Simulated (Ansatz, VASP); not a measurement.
WS2 in VASP and in Ansatz

Contents of INCAR:

```
  PREC = Accurate
  ENCUT = 520
  EDIFF = 1E-6
  ISMEAR = -1
  SIGMA = 0.02
  LREAL = False
  LASPH = True
  NELM = 100
  ALGO = Normal
  ISIF = 2
  LWAVE = False
  LCHARG = False
  GGA = PE
  NBANDS = 20
```

KPOINTS

```
regular mesh
0
Gamma
  12 12 2
```

File POSCAR:

```
WS2
1.0
    3.1697138073      0.0000000000      0.0000000000
   -1.5848569037      2.7450526798      0.0000000000
    0.0000000000      0.0000000000     16.9263324260
W S
1 2
Direct
    0.3333333333      0.6666666667      0.0000000000
    0.6666666667      0.3333333333      0.9076849997
    0.6666666667      0.3333333333      0.0923150003
```

Input for Ansatz:

```yaml
crystal:
  lattice:
    - [3.1697138073, 0.0, 0.0]
    - [-1.5848569037, 2.7450526798, 0.0]
    - [0.0, 0.0, 16.926332426]
  atoms:
    - { symbol: W, position: [0.3333333333, 0.6666666667, 0.0] }
    - { symbol: S, position: [0.6666666667, 0.3333333333, 0.9076849997] }
    - { symbol: S, position: [0.6666666667, 0.3333333333, 0.0923150003] }
kpoints:
  mp_grid: { grid: [12, 12, 2] }
  band_path:
    path:
      - [0.0, 0.0, 0.0]
      - [0.5, 0.0, 0.0]
      - [0.3333333333, 0.3333333333, 0.0]
      - [0.0, 0.0, 0.5]
      - [0.5, 0.0, 0.5]
      - [0.3333333333, 0.3333333333, 0.5]
    npoints: 1
hamiltonian:
  xc: pbe
scf:
  occupations: { method: fermi_dirac, width: 0.02 }
  n_extra_bands: 4
output:
  forces: true
  stress: true
  eigenvalues: true
  write_density: true
  write_potential: true
  elf: true
  volumetric_format: npy
```

Alike in both runs: task single point; functional PBE; k mesh 12 × 12 × 2; occupations fermi-dirac, width 0.02 eV; no spin polarisation.

```csv
,VASP,Ansatz
version,VASP 6.6.1,Ansatz 0.2.0
potentials or method,"VASP PAW PBE potentials, release 64 (W_sv, S)","plane waves, PAW"
plane-wave cutoff (eV),520,420
valence electrons in the cell,26,26
```

VASP gave:

- gap on the k mesh at the Fermi level (eV): 1.85
- rms of the force components (eV/Å): 0.142

Task: Estimate Ansatz's values.

Result: gap on the k mesh at the Fermi level (eV): 1.85; rms of the force components (eV/Å): 0.140.

Atom by atom the forces differ by 0.002 eV/Å (rms over components). The functional is the same, so the differences come from potentials, cutoffs and numerics. Ansatz's warnings: xc potential rough in thin density.

Spin-orbit coupling is off throughout.
